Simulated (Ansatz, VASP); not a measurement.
# Two plane-wave programs on ZrGeF

Contents of INCAR:

```
SYSTEM = ZrGeF
PREC = Accurate
ENCUT = 520
EDIFF = 1E-7
ISMEAR = -1
SIGMA = 0.1
LREAL = .False.
LASPH = .True.
NELM = 80
ALGO = Normal
ISIF = 2
LWAVE = .False.
LCHARG = .False.
GGA = PE
NBANDS = 42
```

File KPOINTS:

```
Automatic mesh
0
Gamma
  5 5 3
  0 0 0
```

Contents of POSCAR:

```
ZrGeF
1.0
    3.3999840000      0.0000000000      0.0000000000
    0.0000000000      3.3999840000      0.0000000000
    0.0000000000      0.0000000000      7.6344290000
Zr F Ge
2 2 2
Direct
    0.0000000000      0.5000000000      0.2440000000
    0.5000000000      0.0000000000      0.7560000000
    0.0000000000      0.5000000000      0.6230000000
    0.5000000000      0.0000000000      0.3770000000
    0.0000000000      0.0000000000      0.0000000000
    0.5000000000      0.5000000000      0.0000000000
```

Input for Ansatz:

```yaml
crystal:
  lattice:
    - [3.399984, 0.0, 0.0]
    - [0.0, 3.399984, 0.0]
    - [0.0, 0.0, 7.634429]
  atoms:
    - { symbol: Zr, position: [0.0, 0.5, 0.244] }
    - { symbol: Zr, position: [0.5, 0.0, 0.756] }
    - { symbol: F, position: [0.0, 0.5, 0.623] }
    - { symbol: F, position: [0.5, 0.0, 0.377] }
    - { symbol: Ge, position: [0.0, 0.0, 0.0] }
    - { symbol: Ge, position: [0.5, 0.5, 0.0] }
  symmetry: { tolerance: 0.0003 }
kpoints:
  mp_grid: { grid: [5, 5, 3], shift: [0, 0, 0] }
magnetization:
  spin_polarized: false
scf:
  occupations: { method: fermi_dirac }
hamiltonian:
  pseudopotentials: { kind: paw }
  xc: pbe
basis:
  ecutwfc: 420
output:
  forces: true
  stress: true
  eigenvalues: true
```

Alike in both runs: task single point; functional PBE; k mesh 5 × 5 × 3; no spin polarisation.

|  | VASP | Ansatz |
| --- | --- | --- |
| version | VASP 6.6.1 | Ansatz 0.2.0 |
| potentials or method | VASP PAW PBE potentials, release 64 (Zr_sv, F, Ge_d), cutoff 520 eV | PAW plane waves |
| occupations | fermi-dirac, width 0.1 eV | fermi-dirac |
| valence electrons in the cell | 66 | 66 |

Ansatz gave:

| Item | Value |
| --- | --- |
| gap on the k mesh at the Fermi level (eV) | none |
| rms of the force components (eV/Å) | 2.022 |

**Question.** Which values does VASP return?

**Answer.** gap on the k mesh at the Fermi level (eV): none; rms of the force components (eV/Å): 2.035.

Atom by atom the forces differ by 0.013 eV/Å (rms over components). A gap of «none» marks a metal or a gap that the smearing closes.

The k mesh is coarse, so the values compare programs but aren't converged.
